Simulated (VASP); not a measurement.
# Ba (Fm-3m) in VASP: settings compared

Aim: see how the results for Ba move with the level of theory and the settings. Levels: rpbe exchange, lyp correlation. Tasks: single point.

All numbers are computed with VASP 6.6.1; they aren't measurements. Logs are shortened: lines on timing, memory, paths and dates and some standing lists are left out, and cuts for length are marked.

## 1. The cell of the first run

Symmetry: Fm-3m, No. 225, cubic system. The conventional cell has a = 6.333 Å, b = 6.333 Å, c = 6.333 Å, α = 90.00°, β = 90.00°, γ = 90.00°. Ba (site symmetry m-3m) has 12 Ba at 4.48 Å within 5.9 Å.

This isn't the form of Ba at room conditions, which is bcc.

## 2. Single point, rpbe exchange, lyp correlation (63.51 Å³/atom)

The input, INCAR:

```
SYSTEM = Ba
PREC = Accurate ; ENCUT = 500
EDIFF = 1E-6 ; ISMEAR = -1
SIGMA = 0.025 ; LREAL = .False.
LASPH = .True. ; NELM = 120
ALGO = Normal ; ISIF = 2
LWAVE = .False. ; LCHARG = .False.
GGA = LIBXC ; LIBXC1 = GGA_X_RPBE
LIBXC2 = GGA_C_LYP ; NBANDS = 11
GGA_COMPAT = .False.
```

The input, KPOINTS:

```
Automatic mesh
0
Gamma
  7 7 7
  0 0 0
```

The input, POSCAR:

```
Ba
1.0
    0.0000000000      3.1666737309      3.1666737309
    3.1666737309      0.0000000000      3.1666737309
    3.1666737309      3.1666737309      0.0000000000
Ba
1
Direct
    0.0000000000      0.0000000000      0.0000000000
```

Potentials or basis: VASP PAW PBE potentials, release 64 (Ba_sv).

Started as:

```bash
$ cat potpaw_PBE.64/Ba_sv/POTCAR > POTCAR
$ mpirun -np 1 vasp_std > vasp.out
```

OUTCAR:

```text
SYSTEM = Ba
   PREC = Accurate
   ENCUT = 500
   EDIFF = 1E-6
   ISMEAR = -1
   LREAL = .False.
   LASPH = .True.
   NELM = 120
   ISIF = 2
   GGA = LIBXC

 ion  position               nearest neighbor table
   1  0.000  0.000  0.000-

  LATTYP: Found a face centered cubic cell.
 ALAT       =     6.3333474618

  Lattice vectors:

 A1 = (   0.0000000000,   3.1666737309,   3.1666737309)
 A2 = (   3.1666737309,   0.0000000000,   3.1666737309)
 A3 = (   3.1666737309,   3.1666737309,   0.0000000000)

Analysis of symmetry for initial positions (statically):
=====================================================================
 Subroutine PRICEL returns:
 Original cell was already a primitive cell.

 Routine SETGRP: Setting up the symmetry group for a
 face centered cubic supercell.

 Subroutine GETGRP returns: Found 48 space group operations
 (whereof 48 operations were pure point group operations)
 out of a pool of 48 trial point group operations.

The static configuration has the point symmetry O_h .

Analysis of symmetry for dynamics (positions and initial velocities):
=====================================================================
 Subroutine PRICEL returns:
 Original cell was already a primitive cell.

 Routine SETGRP: Setting up the symmetry group for a
 face centered cubic supercell.

 Subroutine GETGRP returns: Found 48 space group operations
 (whereof 48 operations were pure point group operations)
 out of a pool of 48 trial point group operations.

The dynamic configuration has the point symmetry O_h .

 Subroutine INISYM returns: Found 48 space group operations
 (whereof 48 operations are pure point group operations),
 and found     1 'primitive' translations

----------------------------------------------------------------------------------------

                                     Primitive cell

  volume of cell :      63.5097

  direct lattice vectors                    reciprocal lattice vectors
     0.000000000  3.166673731  3.166673731    -0.157894385  0.157894385  0.157894385
     3.166673731  0.000000000  3.166673731     0.157894385 -0.157894385  0.157894385
     3.166673731  3.166673731  0.000000000     0.157894385  0.157894385 -0.157894385

  length of vectors
     4.478352938  4.478352938  4.478352938     0.273481096  0.273481096  0.273481096

  position of ions in fractional coordinates (direct lattice)
     0.000000000  0.000000000  0.000000000

[... 74 lines left out ...]
   IBRION =     -1    ionic relax: 0-MD 1-quasi-New 2-CG
   NFREE  =      0    steps in history (QN), initial steepest desc. (CG)
   ISIF   =      2    stress and relaxation
   ISYM   =      2    0-nonsym 1-usesym 2-fastsym
   POTIM  = 0.5000    time-step for ionic-motion
   TEBEG  =    0.0;   TEEND  =   0.0 temperature during run
   PSTRESS=    0.0 pullay stress
   NELECT =      10.0000    total number of electrons
   NUPDOWN=      -1.0000    fix difference up-down
   EMIN   =  10.00;   EMAX   =-10.00  energy-range for DOS
   EFERMI =   0.00;   METHOD = LEGACY
   ISMEAR =    -1;   SIGMA  =   0.03  broadening in eV -4-tet -1-fermi 0-gaus
   EFERMI_NEDOS =   21; number of points for ismear=-14 and -15
   IALGO  =     38    algorithm
   IMIX   =      4    mixing-type and parameters
     AMIX     =   0.40;   BMIX     =  1.00
     AMIX_MAG =   1.60;   BMIX_MAG =  1.00
  volume/ion in A,a.u.               =      63.51       428.58
  Fermi-wavevector in a.u.,A,eV,Ry     =   0.884019  1.670553 10.632807  0.781489
  Thomas-Fermi vector in A             =   2.004863
   LORBIT       =      0    0 simple, 1 ext, 2 COOP (PROOUT), +10 PAW based schemes
   GGA     = LIBXC    functional components
   LHFCALC =     F    Hartree Fock is set to
   AEXX    =    0.0000 exact exchange contribution
   IVDW    =     0    specifies the selected vdW correction
   LEPSILON=     F    determine dielectric tensor
   LRPA    =     F    only Hartree local field effects (RPA)
 non-spin polarized calculation
  energy-cutoff  :      500.00
  volume of cell :       63.51
 maximum number of plane-waves:      1639
 NGX is ok and might be reduce to    36
   NGX = 17   NGY = 17   NGZ = 17

 number of electron      10.0000000 magnetization

 Free energy of the ion-electron system (eV)
  ---------------------------------------------------
  ext. energy  EPLUGINS =         0.00000000
  ---------------------------------------------------
  free energy    TOTEN  =        -1.02688741 eV

  energy without entropy =       -1.02287474  energy(sigma->0) =       -1.02488107

 E-fermi :   2.1996     XC(G=0):  -6.7923

 val. band max:        2.1901072857   @ k =  -0.2857   0.4286   0.1429
 cond. band min:       2.2134059675   @ k =  -0.4286   0.4286   0.0000
 fundamental gap:      0.0232986817
 Fermi energy:         2.1996114157

 k-point     1 :       0.0000    0.0000    0.0000
  band No.  band energies     occupation
      1     -26.8261      2.00000
      2     -11.7987      2.00000
      3     -11.7987      2.00000
      4     -11.7987      2.00000
      5      -0.4667      2.00000
      6       3.9320      0.00000
      7       3.9320      0.00000
      8       3.9320      0.00000
      9       5.4171      0.00000
     10       5.4171      0.00000
     11       8.3416      0.00000
[... 253 lines left out ...]
 k-point    20 :      -0.2857    0.4286    0.1429
  band No.  band energies     occupation
      1     -26.7766      2.00000
      2     -12.1019      2.00000
      3     -12.0759      2.00000
      4     -11.9394      2.00000
      5       2.1901      1.18783
      6       2.6290      0.00000
      7       3.1933      0.00000
      8       4.6365      0.00000
      9       6.5093      0.00000
     10       7.0264      0.00000
     11       8.3771      0.00000

------------------------ aborting loop because EDIFF is reached ----------------------------------------

  FORCE on cell =-STRESS in cart. coord.  units (eV):
  Direction    XX          YY          ZZ          XY          YZ          ZX
  --------------------------------------------------------------------------------------
  -------------------------------------------------------------------------------------
  Total        0.5435372      0.5435372      0.5435372     -0.0000000     -0.0000000     -0.0000000
  in kB       13.7119726     13.7119726     13.7119726     -0.0000000     -0.0000000     -0.0000000
  external PRESSURE =      13.7119726 kB  Pullay stress =       0.0000000 kB

 VOLUME and BASIS-vectors are now :
 -----------------------------------------------------------------------------
  energy-cutoff  :      500.00
  volume of cell :       63.51
      direct lattice vectors                 reciprocal lattice vectors
     0.000000000  3.166673731  3.166673731    -0.157894385  0.157894385  0.157894385
     3.166673731  0.000000000  3.166673731     0.157894385 -0.157894385  0.157894385
     3.166673731  3.166673731  0.000000000     0.157894385  0.157894385 -0.157894385

 POSITION                                       TOTAL-FORCE (eV/Angst)
 -----------------------------------------------------------------------------------
      0.00000      0.00000      0.00000         0.000000      0.000000      0.000000
 -----------------------------------------------------------------------------------
    total drift:                               -0.000000      0.000000      0.000000

  FREE ENERGIE OF THE ION-ELECTRON SYSTEM (eV)
  ---------------------------------------------------
  free  energy   TOTEN  =        -1.0268874056 eV

  energy  without entropy=       -1.0228747378  energy(sigma->0) =       -1.02488107
```

It took 19 s on 1 thread of Intel Xeon Platinum 8259CL at 2.50GHz (Skylake/Cascade Lake), shared host; peak memory 0.2 GiB.

Results:

- Free energy: -1.0269 eV
- Pressure: 1.4 GPa
- Band gap on the k mesh: zero (bands 5 and 6 overlap by 0.06 eV)

Caveat: the PAW data sets were made with another functional, which shifts forces and pressure a little; spin-orbit coupling is left out, which moves the levels of the heavy elements.

## 3. Single point, rpbe exchange, lyp correlation (64.86 Å³/atom)

This run uses another cell than the first one, of 64.86 Å³/atom.

The input, INCAR:

```
PREC = Accurate ; ENCUT = 500
EDIFF = 1E-6 ; ISMEAR = -1
SIGMA = 0.025 ; LREAL = F
LASPH = T ; NELM = 120
ALGO = Normal ; ISIF = 2
LWAVE = F ; LCHARG = T
GGA = LIBXC ; LIBXC1 = GGA_X_RPBE
LIBXC2 = GGA_C_LYP ; LELF = T
LVHAR = T ; NBANDS = 11
GGA_COMPAT = F
```

The input, KPOINTS:

```
Automatic mesh
0
Gamma
  7 7 7
```

The input, POSCAR:

```
Ba
1.0
    0.0000000000      3.1889749849      3.1889749849
    3.1889749849      0.0000000000      3.1889749849
    3.1889749849      3.1889749849      0.0000000000
Ba
1
Direct
    0.0000000000      0.0000000000      0.0000000000
```

Potentials or basis: VASP PAW PBE potentials, release 64 (Ba_sv).

Started as:

```bash
$ cat potpaw_PBE.64/Ba_sv/POTCAR > POTCAR
$ mpirun -np 1 vasp_std > vasp.out
```

It took 25 s on 1 thread of Intel Xeon Platinum 8259CL at 2.50GHz (Skylake/Cascade Lake), shared host; peak memory 0.19 GiB.

It converged, with:

```
Free energy            : -1.0375 eV
Pressure               : 1.1 GPa
Band gap on the k mesh : zero (bands 5 and 6 overlap by 0.05 eV)
```

Levels at points of the mesh, in eV from the Fermi level:
```tsv
k point	band 2	band 3	band 4	band 5	band 6	band 7	band 8	band 9
(0.00, 0.00, 0.00)	-14.05	-14.05	-14.05	-2.67	1.70	1.70	1.70	3.15
```

Caveat: the PAW data sets were made with another functional, which shifts forces and pressure a little; spin-orbit coupling is left out, which moves the levels of the heavy elements.
